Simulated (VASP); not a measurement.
Runs of VASP 6.6.1 on BaZrO3. The structure is that of space group Pm-3m (No. 221), or close to it. The cells are those of the table. 

```csv
task,level,potentials or basis,cell,k mesh,cutoff (eV),gap on the mesh (eV),pressure (GPa)
relaxation of the atoms,r2SCAN,"VASP PAW PBE potentials, release 64 (Ba_sv, Zr_sv, O)","atoms relaxed from a = 4.148 Å, 5 atoms",8 × 8 × 8,520,3.78,8.5
single point,r2SCAN,"VASP PAW PBE potentials, release 64 (Ba_sv, Zr_sv, O)","a = 4.148 Å, 5 atoms",8 × 8 × 8,520,3.78,8.5
single point,LDA,"VASP PAW LDA potentials, release 64 (Ba_sv, Zr_sv, O)","a = 4.148 Å, 5 atoms",6 × 6 × 6,520,3.13,1.5
single point,r2SCAN,"VASP PAW PBE potentials, release 64 (Ba_sv, Zr_sv, O)","a = 4.205 Å, 5 atoms",6 × 6 × 6,520,3.68,1.1
single point,r2SCAN,"VASP PAW PBE potentials, release 64 (Ba_sv, Zr_sv, O)","a = 4.233 Å, 5 atoms",8 × 8 × 8,520,3.63,-2.1
single point,PBE,"VASP PAW PBE potentials, release 64 (Ba_sv, Zr_sv, O)","a = 4.227 Å, 5 atoms",6 × 6 × 6,520,3.13,(b)
relaxation of the atoms,r2SCAN,"VASP PAW PBE potentials, release 64 (Ba_sv, Zr_sv, O)","atoms relaxed from a = 4.233 Å, 5 atoms",8 × 8 × 8,520,3.63,-2.1
single point,r2SCAN,"VASP PAW PBE potentials, release 64 (Ba_sv, Zr_sv, O)","a = 4.177 Å, 5 atoms",8 × 8 × 8,520,(a),4.6
single point,PBEsol,"VASP PAW PBE potentials, release 64 (Ba_sv, Zr_sv, O)","a = 4.181 Å, 5 atoms",6 × 6 × 6,520,3.12,1.1
relaxation of cell and atoms,PBE,"VASP PAW PBE potentials, release 64 (Ba_sv, Zr_sv, O)","relaxed from a = 4.191 Å, 5 atoms",6 × 6 × 6,600,3.12,0.0
single point,r2SCAN,"VASP PAW PBE potentials, release 64 (Ba_sv, Zr_sv, O)","a = 4.205 Å, 5 atoms",8 × 8 × 8,520,3.68,1.0
single point,r2SCAN,"VASP PAW PBE potentials, release 64 (Ba_sv, Zr_sv, O)","a = 4.119 Å, 5 atoms",8 × 8 × 8,520,3.83,12.9
```

Alike in all rows: no spin polarisation; smearing fermi-dirac 0.02 eV.

**Question.** Estimate the missing entries.

**Answer.** (a) 3.73; (b) 0.9.

Caveats: spin-orbit coupling is left out, which moves the levels of the heavy elements; the PAW data sets were made with another functional, which shifts forces and pressure a little (at least some runs); the cell stands under pressure (at least some runs); the relaxation stopped at its first step, so nothing moved (at least some runs).

A k mesh can miss the band edges, and the runs leave out spin-orbit coupling on Ba, Zr.
